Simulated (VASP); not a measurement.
Hg, 2 atoms in the cell. The structure is hexagonal, space group P6_3/mmc (No. 194). The conventional cell has a = 2.709 Å, b = 2.709 Å, c = 4.546 Å, α = 90.00°, β = 90.00°, γ = 120.00°. Hg (site symmetry -6m2) has 12 Hg at 2.71 to 2.76 Å within 3.6 Å. 

```yaml
Program: VASP 6.6.1
Task: single point
Functional: PBEsol
Potentials_or_basis: VASP PAW PBE potentials, release 64 (Hg)
Cutoff: 520 eV
k_mesh: 16 × 16 × 9
Occupations: fermi-dirac, width 0.08 eV
Spin: no spin polarisation
Dipole_correction: no
Further_INCAR_settings: ALGO = Normal; EDIFF = 1e-07; NBANDS = 19
```

Potentials or basis: VASP PAW PBE potentials, release 64 (Hg).

Launch:

```console
$ cat potpaw_PBE.64/Hg/POTCAR > POTCAR
$ mpirun -np 1 vasp_std > vasp.out
```

Hardware: 1 thread of Intel(R) Xeon(R) 6975P-C (Granite Rapids), with other jobs on the host.

Q: Estimate the wall time of this run.

A: Wall time 26 s on 1 thread of Intel(R) Xeon(R) 6975P-C (Granite Rapids) (shared host), peak memory 0.19 GiB. Counts: scf iterations 12, k points 150.
